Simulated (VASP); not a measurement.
# SnO2 (Pnnm) in VASP: notebook

The runs below take SnO2 through single point, with LDA.

Everything below comes from runs of VASP 6.6.1. Logs are shortened: lines on timing, memory, paths and dates and some standing lists are left out, and cuts for length are marked.

## 1. The cell of the first run

The typed cell holds 6 atoms: a = 4.863 Å, b = 4.866 Å, c = 3.238 Å, α = 90.00°, β = 90.00°, γ = 90.00°.

## 2. Single point, LDA (strain +0.030 along x and y, +0.015 along z)

INCAR

```
SYSTEM = SnO2
PREC     = Accurate       ! precision mode
ENCUT    = 520            ! plane-wave cutoff, eV
EDIFF    = 1E-6           ! SCF threshold, eV
ISMEAR   = 0              ! smearing method
SIGMA    = 0.05           ! smearing width, eV
LREAL    = .FALSE.        ! projectors in reciprocal space
LASPH    = .TRUE.         ! aspherical terms in the spheres
NELM     = 60             ! most SCF steps
ALGO     = Normal         ! electronic algorithm
ISIF     = 2              ! what is computed and relaxed
LWAVE    = .FALSE.        ! write WAVECAR
LCHARG   = .TRUE.         ! write CHGCAR
GGA      = CA             ! functional
LELF     = .TRUE.         ! ELF
LVHAR    = .TRUE.       
NBANDS   = 35             ! bands
```

KPOINTS

```
Automatic mesh
0
G
  6 6 8
  0 0 0
```

POSCAR

```
SnO2
1.0
    4.8629096204      0.0000000000      0.0000000000
    0.0000000000      4.8659738742      0.0000000000
    0.0000000000      0.0000000000      3.2378696909
Sn O
2 4
Direct
    0.5000000000      0.5000000000      0.5000000000
    0.0000000000      0.0000000000      0.0000000000
    0.3055669685      0.3065721192      0.0000000000
    0.8055669685      0.1934278808      0.5000000000
    0.1944330315      0.8065721192      0.5000000000
    0.6944330315      0.6934278808      0.0000000000
```

Potentials or basis: VASP PAW LDA potentials, release 64 (Sn_d, O).

Launch:

```bash
cat potpaw_LDA.64/Sn_d/POTCAR potpaw_LDA.64/O/POTCAR > POTCAR
mpirun -np 1 vasp_std > vasp.out
```

OUTCAR:

```text
SYSTEM = SnO2
   PREC = Accurate
   ENCUT = 520
   EDIFF = 1E-6
   ISMEAR = 0
   LREAL = .FALSE.
   LASPH = .TRUE.
   NELM = 60
   ISIF = 2
   GGA = CA

 ion  position               nearest neighbor table
   1  0.500  0.500  0.500-   3 2.10   6 2.10   3 2.10   6 2.10   5 2.11   4 2.11
   2  0.000  0.000  0.000-   4 2.10   5 2.10   4 2.10   5 2.10   3 2.11   6 2.11
   3  0.306  0.307  0.000-   1 2.10   1 2.10   2 2.11
   4  0.806  0.193  0.500-   2 2.10   2 2.10   1 2.11
   5  0.194  0.807  0.500-   2 2.10   2 2.10   1 2.11
   6  0.694  0.693  0.000-   1 2.10   1 2.10   2 2.11

  LATTYP: Found a simple orthorhombic cell.
 ALAT       =     3.2378696909
 B/A-ratio  =     1.5018855249
 C/A-ratio  =     1.5028319045

  Lattice vectors:

 A1 = (   0.0000000000,   0.0000000000,   3.2378696909)
 A2 = (   4.8629096204,   0.0000000000,   0.0000000000)
 A3 = (   0.0000000000,   4.8659738742,   0.0000000000)

Analysis of symmetry for initial positions (statically):
=====================================================================
 Subroutine PRICEL returns:
 Original cell was already a primitive cell.

 Routine SETGRP: Setting up the symmetry group for a
 simple orthorhombic supercell.

 Subroutine GETGRP returns: Found  8 space group operations
 (whereof  4 operations were pure point group operations)
 out of a pool of  8 trial point group operations.

The static configuration has the point symmetry C_2h.
 The point group associated with its full space group is D_2h.

Analysis of symmetry for dynamics (positions and initial velocities):
=====================================================================
 Subroutine PRICEL returns:
 Original cell was already a primitive cell.

 Routine SETGRP: Setting up the symmetry group for a
 simple orthorhombic supercell.

 Subroutine GETGRP returns: Found  8 space group operations
 (whereof  4 operations were pure point group operations)
 out of a pool of  8 trial point group operations.

The dynamic configuration has the point symmetry C_2h.
 The point group associated with its full space group is D_2h.

 Subroutine INISYM returns: Found  8 space group operations
 (whereof  4 operations are pure point group operations),
 and found     1 'primitive' translations

----------------------------------------------------------------------------------------

                                     Primitive cell

[... 94 lines left out ...]
   LSORBIT =      F    spin-orbit coupling
   LASPH  =      T    aspherical Exc in radial PAW
   ENCUT  =  520.0 eV  38.22 Ry    6.18 a.u.   9.04  9.05  6.02*2*pi/ulx,y,z
   NELM   =     60;   NELMIN=  2; NELMDL= -5     # of ELM steps
   EDIFF  = 0.1E-05   stopping-criterion for ELM
   LREAL  =      F    real-space projection
   EDIFFG = 0.1E-04   stopping-criterion for IOM
   NSW    =      0    number of steps for IOM
   IBRION =     -1    ionic relax: 0-MD 1-quasi-New 2-CG
   NFREE  =      0    steps in history (QN), initial steepest desc. (CG)
   ISIF   =      2    stress and relaxation
   ISYM   =      2    0-nonsym 1-usesym 2-fastsym
   POTIM  = 0.5000    time-step for ionic-motion
   TEBEG  =    0.0;   TEEND  =   0.0 temperature during run
   PSTRESS=    0.0 pullay stress
   NELECT =      52.0000    total number of electrons
   NUPDOWN=      -1.0000    fix difference up-down
   EMIN   =  10.00;   EMAX   =-10.00  energy-range for DOS
   EFERMI =   0.00;   METHOD = LEGACY
   ISMEAR =     0;   SIGMA  =   0.05  broadening in eV -4-tet -1-fermi 0-gaus
   EFERMI_NEDOS =   21; number of points for ismear=-14 and -15
   IALGO  =     38    algorithm
   IMIX   =      4    mixing-type and parameters
     AMIX     =   0.40;   BMIX     =  1.00
     AMIX_MAG =   1.60;   BMIX_MAG =  1.00
  volume/ion in A,a.u.               =      12.77        86.17
  Fermi-wavevector in a.u.,A,eV,Ry     =   1.438691  2.718732 28.161768  2.069832
  Thomas-Fermi vector in A             =   2.557630
   LORBIT       =      0    0 simple, 1 ext, 2 COOP (PROOUT), +10 PAW based schemes
   GGA     = CA    functional components
   LHFCALC =     F    Hartree Fock is set to
   AEXX    =    0.0000 exact exchange contribution
   IVDW    =     0    specifies the selected vdW correction
   LEPSILON=     F    determine dielectric tensor
   LRPA    =     F    only Hartree local field effects (RPA)
 non-spin polarized calculation
 Gauss-broadening in eV      SIGMA  =   0.05
  energy-cutoff  :      520.00
  volume of cell :       76.62
 maximum number of plane-waves:      2084
   NGX = 19   NGY = 19   NGZ = 13

 number of electron      51.9999987 magnetization

 Free energy of the ion-electron system (eV)
  ---------------------------------------------------
  ext. energy  EPLUGINS =         0.00000000
  ---------------------------------------------------
  free energy    TOTEN  =       -42.08301134 eV

  energy without entropy =      -42.08301134  energy(sigma->0) =      -42.08301134

 E-fermi :   5.2828     XC(G=0): -11.4413

 val. band max:        5.0740453195   @ k =   0.0000   0.0000   0.0000
 cond. band min:       5.4915348884   @ k =   0.0000   0.0000   0.0000
 fundamental gap:      0.4174895689
 Fermi energy:         5.2828181408

 k-point     1 :       0.0000    0.0000    0.0000
  band No.  band energies     occupation
      1     -15.8482      2.00000
      2     -15.2499      2.00000
      3     -15.0498      2.00000
      4     -15.0272      2.00000
      5     -15.0271      2.00000
      6     -14.9476      2.00000
[... 901 lines left out ...]
     34      16.5655      0.00000
     35      16.8492      0.00000

 [... further k-points ...]
[... 5 lines left out ...]
  --------------------------------------------------------------------------------------
  -------------------------------------------------------------------------------------
  Total       -5.6957760     -5.6999753     -5.9823969     -0.0000000      0.0000000      0.0000000
  in kB     -119.1072360   -119.1950496   -125.1009107     -0.0000000      0.0000000      0.0000000
  external PRESSURE =    -121.1343988 kB  Pullay stress =       0.0000000 kB

 VOLUME and BASIS-vectors are now :
 -----------------------------------------------------------------------------
  energy-cutoff  :      520.00
  volume of cell :       76.62
      direct lattice vectors                 reciprocal lattice vectors
     4.862909620  0.000000000  0.000000000     0.205638204  0.000000000  0.000000000
     0.000000000  4.865973874  0.000000000     0.000000000  0.205508707  0.000000000
     0.000000000  0.000000000  3.237869691     0.000000000  0.000000000  0.308845042

 POSITION                                       TOTAL-FORCE (eV/Angst)
 -----------------------------------------------------------------------------------
      2.43145      2.43299      1.61893         0.000000      0.000000      0.000000
      0.00000      0.00000      0.00000         0.000000      0.000000      0.000000
      1.48594      1.49177      0.00000         0.144646      0.139207      0.000000
      3.91740      0.94122      1.61893         0.144646     -0.139207      0.000000
      0.94551      3.92476      1.61893        -0.144646      0.139207     -0.000000
      3.37697      3.37420      0.00000        -0.144646     -0.139207     -0.000000
 -----------------------------------------------------------------------------------
    total drift:                                0.000000      0.000000      0.000000

  FREE ENERGIE OF THE ION-ELECTRON SYSTEM (eV)
  ---------------------------------------------------
  free  energy   TOTEN  =       -42.0830113433 eV

  energy  without entropy=      -42.0830113433  energy(sigma->0) =      -42.08301134
```

It took 4.1 min on 1 thread of AMD EPYC 7R13, shared host; peak memory 0.24 GiB.

What came out:

- Free energy: -42.0830 eV
- Pressure: -12.1 GPa
- Largest force: 0.201 eV/Å
- Band gap on the k mesh: 0.42 eV, direct

Forces on the atoms (eV/Å):
```
Sn   0.000  0.000  0.000
Sn   0.000  0.000  0.000
O    0.145  0.139  0.000
O    0.145 -0.139  0.000
O   -0.145  0.139  0.000
O   -0.145 -0.139  0.000
```

Caveat: the cell differs from its parent crystal (strain +0.030 along x and y, +0.015 along z); spin-orbit coupling is left out, which moves the levels of the heavy elements.

## 3. Single point, LDA (strain +0.030 along x and y, +0.030 along z)

INCAR

```
SYSTEM = SnO2
PREC = Accurate ; ENCUT = 520
EDIFF = 1E-6 ; ISMEAR = 0
SIGMA = 0.05 ; LREAL = .False.
LASPH = .True. ; NELM = 80
ALGO = Normal ; ISIF = 2
LWAVE = .False. ; LCHARG = .True.
GGA = CA ; LELF = .True.
LVHAR = .True. ; NBANDS = 35
```

KPOINTS

```
regular mesh
0
Gamma
  6 6 8
  0 0 0
```

POSCAR: that of step 2 with these lines changed.

```diff
@@ -4,3 +4,3 @@
     0.0000000000      4.8659738742      0.0000000000
-    0.0000000000      0.0000000000      3.2378696909
+    0.0000000000      0.0000000000      3.2857199819
 Sn O
```

Potentials or basis: VASP PAW LDA potentials, release 64 (Sn_d, O).

Launch:

```bash
cat potpaw_LDA.64/Sn_d/POTCAR potpaw_LDA.64/O/POTCAR > POTCAR
mpirun -np 1 vasp_std > vasp.out
```

Run time: 2.5 min. Hardware: 1 thread of Intel Xeon Platinum 8375C at 2.90GHz (Ice Lake), shared host; peak memory 0.27 GiB.

Results (log left out):

| Quantity | Value |
| --- | --- |
| Free energy | -41.9784 eV |
| Pressure | -14.7 GPa |
| Largest force | 0.247 eV/Å |
| Band gap on the k mesh | 0.21 eV, direct |

Forces on the atoms (eV/Å):
```
Sn   0.000  0.000  0.000
Sn   0.000  0.000  0.000
O    0.178  0.172  0.000
O    0.178 -0.172  0.000
O   -0.178  0.172  0.000
O   -0.178 -0.172  0.000
```

Stress tensor (GPa, compression positive):
```
-13.41   0.00   0.00
  0.00 -13.42   0.00
  0.00   0.00 -17.39
```

Levels at points of the mesh, in eV from the valence-band top:
```tsv
k point	band 24	band 25	band 26	band 27	band 28	band 29
(0.00, 0.00, 0.00)	-0.73	-0.73	0.00	0.21	5.16	5.60
(0.50, 0.00, 0.00)	-1.27	-0.60	-0.60	3.44	3.44	6.33
(0.00, 0.50, 0.00)	-1.27	-0.60	-0.60	3.45	3.45	6.34
(0.50, 0.50, 0.00)	-1.39	-0.83	-0.83	3.80	3.80	6.70
(0.00, 0.00, 0.50)	-1.51	-1.16	-1.16	5.06	5.06	8.88
(0.50, 0.00, 0.50)	-0.99	-0.79	-0.79	5.32	5.32	7.17
(0.00, 0.50, 0.50)	-1.00	-0.79	-0.79	5.31	5.31	7.16
(0.50, 0.50, 0.50)	-0.90	-0.75	-0.75	3.85	3.85	8.19
```

Caveat: the cell differs from its parent crystal (strain +0.030 along x and y, +0.030 along z); spin-orbit coupling is left out, which moves the levels of the heavy elements.
